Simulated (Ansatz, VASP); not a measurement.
# TePt3 in VASP and in Ansatz

File INCAR:

```
SYSTEM = TePt3
PREC = Accurate ; ENCUT = 600
EDIFF = 1E-6 ; ISMEAR = 0
SIGMA = 0.1 ; LREAL = .False.
LASPH = .True. ; NELM = 100
ALGO = Fast ; ISIF = 3
LWAVE = .False. ; LCHARG = .False.
GGA = PE ; IBRION = 2
NSW = 90 ; EDIFFG = -0.04
```

The input KPOINTS:

```
Automatic mesh
0
Gamma
  3 3 4
  0 0 0
```

The input POSCAR:

```
TePt3
1.0
    6.1195431884      0.0000000000      0.0000000000
   -3.0597715942      5.2996798607      0.0000000000
    0.0000000000      0.0000000000      4.9118776072
Te Pt
2 6
Direct
    0.3333333333      0.6666666667      0.2500000000
    0.6666666667      0.3333333333      0.7500000000
    0.8330000000      0.6660000000      0.2500000000
    0.1670000000      0.8330000000      0.7500000000
    0.3340000000      0.1670000000      0.2500000000
    0.1670000000      0.3340000000      0.7500000000
    0.8330000000      0.1670000000      0.2500000000
    0.6660000000      0.8330000000      0.7500000000
```

Input for Ansatz:

```yaml
crystal:
  lattice:
    - [6.1195431884, 0.0, 0.0]
    - [-3.0597715942, 5.2996798607, 0.0]
    - [0.0, 0.0, 4.9118776072]
  atoms:
    - { symbol: Te, position: [0.3333333333, 0.6666666667, 0.25] }
    - { symbol: Te, position: [0.6666666667, 0.3333333333, 0.75] }
    - { symbol: Pt, position: [0.833, 0.666, 0.25] }
    - { symbol: Pt, position: [0.167, 0.833, 0.75] }
    - { symbol: Pt, position: [0.334, 0.167, 0.25] }
    - { symbol: Pt, position: [0.167, 0.334, 0.75] }
    - { symbol: Pt, position: [0.833, 0.167, 0.25] }
    - { symbol: Pt, position: [0.666, 0.833, 0.75] }
basis:
  ecutwfc: 420
kpoints:
  mp_grid: { grid: [3, 3, 4] }
hamiltonian:
  xc: pbe
scf:
  occupations: { method: gaussian, width: 0.1 }
  lower_state_search: "off"
output:
  forces: true
  stress: true
  eigenvalues: true
relax:
  adjacent_minimum: "off"
  f_tol: 0.04
  max_steps: 70
  cell: { stress_tol: 0.4 }
```

Alike in both runs: task relaxation of cell and atoms; functional PBE; k mesh 3 × 3 × 4; occupations gaussian, width 0.1 eV; no spin polarisation.

```csv
,VASP,Ansatz
version,VASP 6.6.1,Ansatz 0.2.0
potentials or method,"VASP PAW PBE potentials, release 64 (Te, Pt), cutoff 600 eV","scalar-relativistic, plane waves, PAW"
valence electrons in the cell,72,140
```

```tsv
	VASP	Ansatz	Ansatz less VASP
gap on the k mesh at the Fermi level, each at its own relaxed structure (eV)	none	none	-
relaxed volume (Å³/atom)	17.57	17.61	+0.036
relaxed cell length with the largest relative difference (Å)	5.082	5.118	+0.0359
```

A gap of «none» marks a metal or a gap that the smearing closes. VASP's potentials hold 72 valence electrons a cell and Ansatz's 140, so a difference there can come from the potentials and not from the codes.

The k mesh is coarse, so the values compare programs but aren't converged. Neither program's run includes spin-orbit coupling.
